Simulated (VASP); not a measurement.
# MgO (P6_3mc) in VASP: notebook

Aim: see how the results for MgO move with the level of theory and the settings. Levels: PBEsol, r2SCAN+rVV10. Tasks: single point, relaxation of cell and atoms.

Everything below comes from runs of VASP 6.6.1. Logs are shortened: lines on timing, memory, paths and dates and some standing lists are left out, and cuts for length are marked.

## Step 1: The cell of the first run

Symmetry: P6_3mc, No. 186, hexagonal system. Conventional cell: a = 3.255 Å, b = 3.255 Å, c = 10.415 Å, α = 90.00°, β = 90.00°, γ = 120.00°. Mg (site symmetry 3m) has 4 O at 1.98 to 1.99 Å within 2.6 Å. Within 2.6 Å of Mg (site symmetry 3m) lie 4 O at 1.98 Å. Within 2.6 Å of O (site symmetry 3m) lie 4 Mg at 1.98 to 1.99 Å. O (site symmetry 3m) has 4 Mg at 1.98 Å within 2.6 Å.

## Step 2: Single point, PBEsol

INCAR

```
SYSTEM = MgO
ALGO = Normal
EDIFF = 1E-6
ENCUT = 520
GGA = PS
ISIF = 2
ISMEAR = -1
LASPH = .TRUE.
LCHARG = .FALSE.
LREAL = .FALSE.
LWAVE = .FALSE.
NBANDS = 26
NELM = 80
PREC = Accurate
SIGMA = 0.03
```

KPOINTS

```
k-points
0
G
  9 9 2
  0 0 0
```

POSCAR

```
MgO
1.0
    3.2550661695      0.0000000000      0.0000000000
   -1.6275330848      2.8189699938      0.0000000000
    0.0000000000      0.0000000000     10.4152758943
Mg O
4 4
Direct
    0.0000000000      0.0000000000     -0.0021923821
    0.3333333333      0.6666666667      0.2491587697
    0.0000000000      0.0000000000      0.4978076179
    0.6666666667      0.3333333333      0.7491587697
    0.0000000000      0.0000000000      0.1892025737
    0.3333333333      0.6666666667      0.4388310387
    0.0000000000      0.0000000000      0.6892025737
    0.6666666667      0.3333333333      0.9388310387
```

Potentials or basis: VASP PAW PBE potentials, release 64 (Mg, O).

The run is started by

```bash
$ cat potpaw_PBE.64/Mg/POTCAR potpaw_PBE.64/O/POTCAR > POTCAR
$ mpirun -np 1 vasp_std > vasp.out
```

OUTCAR:

```text
SYSTEM = MgO
   EDIFF = 1E-6
   ENCUT = 520
   GGA = PS
   ISIF = 2
   ISMEAR = -1
   LASPH = .TRUE.
   LREAL = .FALSE.
   NELM = 80
   PREC = Accurate

 ion  position               nearest neighbor table
   1  0.000  0.000  0.998-   8 1.98   8 1.98   8 1.98   5 1.99   4 3.20   4 3.20   4 3.20   2 3.22
                             2 3.22   2 3.22
   2  0.333  0.667  0.249-   6 1.98   5 1.98   5 1.98   5 1.98   3 3.20   3 3.20   3 3.20   1 3.22
                             1 3.22   1 3.22
   3  0.000  0.000  0.498-   6 1.98   6 1.98   6 1.98   7 1.99   2 3.20   2 3.20   2 3.20   4 3.22
                             4 3.22   4 3.22
   4  0.667  0.333  0.749-   8 1.98   7 1.98   7 1.98   7 1.98   1 3.20   1 3.20   1 3.20   3 3.22
                             3 3.22   3 3.22
   5  0.000  0.000  0.189-   2 1.98   2 1.98   2 1.98   1 1.99
   6  0.333  0.667  0.439-   2 1.98   3 1.98   3 1.98   3 1.98
   7  0.000  0.000  0.689-   4 1.98   4 1.98   4 1.98   3 1.99
   8  0.667  0.333  0.939-   4 1.98   1 1.98   1 1.98   1 1.98

  LATTYP: Found a hexagonal cell.
 ALAT       =     3.2550661695
 C/A-ratio  =     3.1997124949

  Lattice vectors:

 A1 = (   3.2550661695,   0.0000000000,   0.0000000000)
 A2 = (  -1.6275330848,   2.8189699938,   0.0000000000)
 A3 = (   0.0000000000,   0.0000000000,  10.4152758943)

Analysis of symmetry for initial positions (statically):
=====================================================================
 Subroutine PRICEL returns:
 Original cell was already a primitive cell.

 Routine SETGRP: Setting up the symmetry group for a
 hexagonal supercell.

 Subroutine GETGRP returns: Found 12 space group operations
 (whereof  6 operations were pure point group operations)
 out of a pool of 24 trial point group operations.

The static configuration has the point symmetry C_3v.
 The point group associated with its full space group is C_6v.

Analysis of symmetry for dynamics (positions and initial velocities):
=====================================================================
 Subroutine PRICEL returns:
 Original cell was already a primitive cell.

 Routine SETGRP: Setting up the symmetry group for a
 hexagonal supercell.

 Subroutine GETGRP returns: Found 12 space group operations
 (whereof  6 operations were pure point group operations)
 out of a pool of 24 trial point group operations.

The dynamic configuration has the point symmetry C_3v.
 The point group associated with its full space group is C_6v.

 Subroutine INISYM returns: Found 12 space group operations
 (whereof  6 operations are pure point group operations),
 and found     1 'primitive' translations

----------------------------------------------------------------------------------------

                                     Primitive cell

  volume of cell :      95.5699

  direct lattice vectors                    reciprocal lattice vectors
     3.255066170  0.000000000  0.000000000     0.307213417  0.177369749  0.000000000
    -1.627533085  2.818969994  0.000000000     0.000000000  0.354739498  0.000000000
     0.000000000  0.000000000 10.415275894     0.000000000  0.000000000  0.096012819

  length of vectors
     3.255066170  3.255066170 10.415275894     0.354739498  0.354739498  0.096012819

  position of ions in fractional coordinates (direct lattice)
     0.000000000  0.000000000  0.997807618
     0.333333333  0.666666667  0.249158770
     0.000000000  0.000000000  0.497807618
     0.666666667  0.333333333  0.749158770
     0.000000000  0.000000000  0.189202574
     0.333333333  0.666666667  0.438831039
     0.000000000  0.000000000  0.689202574
     0.666666667  0.333333333  0.938831039

  ion indices of the primitive-cell ions
   primitive index   ion index
                 1           1
                 2           2
                 3           3
                 4           4
                 5           5
                 6           6
                 7           7
                 8           8

----------------------------------------------------------------------------------------

 KPOINTS: k-points

Automatic generation of k-mesh.
 Grid dimensions read from file:
 generate k-points for:    9    9    2

 Generating k-lattice:

  Cartesian coordinates                     Fractional coordinates (reciprocal lattice)
     0.034134824  0.019707750  0.000000000     0.111111111  0.000000000  0.000000000
     0.000000000  0.039415500  0.000000000     0.000000000  0.111111111  0.000000000
     0.000000000  0.000000000  0.048006410     0.000000000  0.000000000  0.500000000

  Length of vectors
     0.039415500  0.039415500  0.048006410

  Shift w.r.t. Gamma in fractional coordinates (k-lattice)
     0.000000000  0.000000000  0.000000000

 Subroutine IBZKPT returns following result:
 ===========================================

 Found     24 irreducible k-points:

 Following reciprocal coordinates:
            Coordinates               Weight
  0.000000  0.000000  0.000000      1.000000
  0.111111 -0.000000  0.000000      6.000000
  0.222222  0.000000  0.000000      6.000000
  0.333333  0.000000  0.000000      6.000000
  0.444444  0.000000  0.000000      6.000000
  0.111111  0.111111  0.000000      6.000000
[... 16 lines left out ...]
  0.333333  0.222222  0.500000     12.000000
  0.333333  0.333333  0.500000      2.000000
   k-points           NKPTS =     24   k-points in BZ     NKDIM =     24   number of bands    NBANDS=     26
   number of dos      NEDOS =    301   number of ions     NIONS =      8
   total plane-waves  NPLWV =  46080
   dimension x,y,z NGX =    24 NGY =   24 NGZ =   80
   dimension x,y,z NGXF=    48 NGYF=   48 NGZF=  160
   ions per type =               4   4
   NGX,Y,Z   is equivalent  to a cutoff of  12.26, 12.26, 12.77 a.u.
   NGXF,Y,Z  is equivalent  to a cutoff of  24.52, 24.52, 25.54 a.u.
 SYSTEM =  MgO
   PREC   = accura    normal or accurate (medium, high low for compatibility)
   ISTART =      0    job   : 0-new  1-cont  2-samecut
   ICHARG =      2    charge: 1-file 2-atom 10-const
   ISPIN  =      1    spin polarized calculation?
   LNONCOLLINEAR =      F non collinear calculations
   LSORBIT =      F    spin-orbit coupling
   LASPH  =      T    aspherical Exc in radial PAW
   ENCUT  =  520.0 eV  38.22 Ry    6.18 a.u.   6.05  6.05 19.37*2*pi/ulx,y,z
   NELM   =     80;   NELMIN=  2; NELMDL= -5     # of ELM steps
   EDIFF  = 0.1E-05   stopping-criterion for ELM
   LREAL  =      F    real-space projection
   EDIFFG = 0.1E-04   stopping-criterion for IOM
   NSW    =      0    number of steps for IOM
   IBRION =     -1    ionic relax: 0-MD 1-quasi-New 2-CG
   NFREE  =      0    steps in history (QN), initial steepest desc. (CG)
   ISIF   =      2    stress and relaxation
   ISYM   =      2    0-nonsym 1-usesym 2-fastsym
   POTIM  = 0.5000    time-step for ionic-motion
   TEBEG  =    0.0;   TEEND  =   0.0 temperature during run
   PSTRESS=    0.0 pullay stress
   NELECT =      32.0000    total number of electrons
   NUPDOWN=      -1.0000    fix difference up-down
   EMIN   =  10.00;   EMAX   =-10.00  energy-range for DOS
   EFERMI =   0.00;   METHOD = LEGACY
   ISMEAR =    -1;   SIGMA  =   0.03  broadening in eV -4-tet -1-fermi 0-gaus
   EFERMI_NEDOS =   21; number of points for ismear=-14 and -15
   IALGO  =     38    algorithm
   IMIX   =      4    mixing-type and parameters
     AMIX     =   0.40;   BMIX     =  1.00
     AMIX_MAG =   1.60;   BMIX_MAG =  1.00
  volume/ion in A,a.u.               =      11.95        80.62
  Fermi-wavevector in a.u.,A,eV,Ry     =   1.136801  2.148243 17.583036  1.292317
  Thomas-Fermi vector in A             =   2.273506
   LORBIT       =      0    0 simple, 1 ext, 2 COOP (PROOUT), +10 PAW based schemes
   GGA     = PS    functional components
   LHFCALC =     F    Hartree Fock is set to
   AEXX    =    0.0000 exact exchange contribution
   IVDW    =     0    specifies the selected vdW correction
   LEPSILON=     F    determine dielectric tensor
   LRPA    =     F    only Hartree local field effects (RPA)
 non-spin polarized calculation
  energy-cutoff  :      520.00
  volume of cell :       95.57
 maximum number of plane-waves:      2598
   NGX = 13   NGY = 13   NGZ = 39

 number of electron      32.0000022 magnetization

 Free energy of the ion-electron system (eV)
  ---------------------------------------------------
  ext. energy  EPLUGINS =         0.00000000
  ---------------------------------------------------
  free energy    TOTEN  =       -48.93936650 eV

  energy without entropy =      -48.93936650  energy(sigma->0) =      -48.93936650

 E-fermi :   1.3378     XC(G=0):  -9.9281

 val. band max:        0.7196531734   @ k =   0.0000   0.0000   0.0000
 cond. band min:       4.1806079375   @ k =   0.0000   0.0000   0.0000
 fundamental gap:      3.4609547641
 Fermi energy:         1.3378441067

 k-point     1 :       0.0000    0.0000    0.0000
  band No.  band energies     occupation
      1     -15.1833      2.00000
      2     -14.8495      2.00000
      3     -14.8354      2.00000
      4     -14.4720      2.00000
      5      -2.4171      2.00000
      6      -1.2253      2.00000
[... 18 lines left out ...]
     25      15.0463      0.00000
     26      15.8116      0.00000

 k-point     2 :       0.1111   -0.0000    0.0000
  band No.  band energies     occupation
      1     -15.1190      2.00000
      2     -14.8009      2.00000
      3     -14.7873      2.00000
      4     -14.4440      2.00000
      5      -2.2881      2.00000
      6      -1.2697      2.00000
[... 18 lines left out ...]
     25      14.7865      0.00000
     26      15.1859      0.00000

 k-point     3 :       0.2222    0.0000    0.0000
  band No.  band energies     occupation
      1     -14.9461      2.00000
      2     -14.6753      2.00000
      3     -14.6630      2.00000
      4     -14.3773      2.00000
      5      -1.9280      2.00000
      6      -1.5069      2.00000
[... 18 lines left out ...]
     25      14.2280      0.00000
     26      14.5117      0.00000

 k-point     4 :       0.3333    0.0000    0.0000
  band No.  band energies     occupation
      1     -14.7243      2.00000
      2     -14.5269      2.00000
      3     -14.5169      2.00000
      4     -14.3163      2.00000
      5      -1.9764      2.00000
      6      -1.8328      2.00000
[... 18 lines left out ...]
     25      13.7281      0.00000
     26      14.2911      0.00000

 k-point     5 :       0.4444    0.0000    0.0000
  band No.  band energies     occupation
      1     -14.5463      2.00000
      2     -14.4269      2.00000
      3     -14.4198      2.00000
      4     -14.3015      2.00000
      5      -2.3397      2.00000
      6      -2.1125      2.00000
[... 18 lines left out ...]
     25      13.8204      0.00000
     26      14.2882      0.00000

 k-point     6 :       0.1111    0.1111    0.0000
  band No.  band energies     occupation
      1     -15.0002      2.00000
      2     -14.7139      2.00000
      3     -14.7011      2.00000
      4     -14.3967      2.00000
      5      -2.0420      2.00000
      6      -1.4015      2.00000
[... 427 lines left out ...]
 k-point    21 :       0.4444    0.1111    0.5000
  band No.  band energies     occupation
      1     -14.4648      2.00000
      2     -14.4648      2.00000
      3     -14.3316      2.00000
      4     -14.3316      2.00000
      5      -2.1486      2.00000
      6      -2.1486      2.00000
[... 18 lines left out ...]
     25      14.0240      0.00000
     26      14.0249      0.00000

 k-point    22 :       0.2222    0.2222    0.5000
  band No.  band energies     occupation
      1     -14.5698      2.00000
      2     -14.5698      2.00000
      3     -14.3443      2.00000
      4     -14.3443      2.00000
      5      -1.7389      2.00000
      6      -1.7389      2.00000
[... 18 lines left out ...]
     25      13.6994      0.00000
     26      13.6994      0.00000

 k-point    23 :       0.3333    0.2222    0.5000
  band No.  band energies     occupation
      1     -14.4375      2.00000
      2     -14.4375      2.00000
      3     -14.3274      2.00000
      4     -14.3274      2.00000
      5      -1.8887      2.00000
      6      -1.8887      2.00000
[... 18 lines left out ...]
     25      13.7467      0.00000
     26      13.7518      0.00000

 k-point    24 :       0.3333    0.3333    0.5000
  band No.  band energies     occupation
      1     -14.3604      2.00000
      2     -14.3604      2.00000
      3     -14.3531      2.00000
      4     -14.3531      2.00000
      5      -1.6933      2.00000
      6      -1.6933      2.00000
[... 18 lines left out ...]
     25      13.6993      0.00000
     26      13.7254      0.00000

------------------------ aborting loop because EDIFF is reached ----------------------------------------

  FORCE on cell =-STRESS in cart. coord.  units (eV):
  Direction    XX          YY          ZZ          XY          YZ          ZX
  --------------------------------------------------------------------------------------
  -------------------------------------------------------------------------------------
  Total       -0.1531855     -0.1531855     -0.1483993      0.0000000      0.0000000      0.0000000
  in kB       -2.5680719     -2.5680719     -2.4878344      0.0000000      0.0000000      0.0000000
  external PRESSURE =      -2.5413261 kB  Pullay stress =       0.0000000 kB

 VOLUME and BASIS-vectors are now :
 -----------------------------------------------------------------------------
  energy-cutoff  :      520.00
  volume of cell :       95.57
      direct lattice vectors                 reciprocal lattice vectors
     3.255066170  0.000000000  0.000000000     0.307213417  0.177369749  0.000000000
    -1.627533085  2.818969994  0.000000000     0.000000000  0.354739498  0.000000000
     0.000000000  0.000000000 10.415275894     0.000000000  0.000000000  0.096012819

 POSITION                                       TOTAL-FORCE (eV/Angst)
 -----------------------------------------------------------------------------------
      0.00000      0.00000     10.39244         0.000000      0.000000      0.000754
     -0.00000      1.87931      2.59506        -0.000000     -0.000000      0.000137
      0.00000      0.00000      5.18480         0.000000      0.000000      0.000754
      1.62753      0.93966      7.80270         0.000000      0.000000      0.000137
      0.00000      0.00000      1.97060        -0.000000      0.000000     -0.001277
     -0.00000      1.87931      4.57055         0.000000      0.000000      0.000386
      0.00000      0.00000      7.17823         0.000000     -0.000000     -0.001277
      1.62753      0.93966      9.77818        -0.000000     -0.000000      0.000386
 -----------------------------------------------------------------------------------
    total drift:                                0.000000      0.000001      0.002016

  FREE ENERGIE OF THE ION-ELECTRON SYSTEM (eV)
  ---------------------------------------------------
  free  energy   TOTEN  =       -48.9393665030 eV

  energy  without entropy=      -48.9393665030  energy(sigma->0) =      -48.93936650
```

It took 83 s on 1 thread of Intel Xeon 8259CL, shared host; peak memory 0.22 GiB.

Results:

* Free energy: -48.9394 eV
* Pressure: -0.3 GPa
* Band gap on the k mesh: 3.46 eV

Caveat: the PAW data sets were made with another functional, which shifts forces and pressure a little.

(Continued in part 2 of 2.)
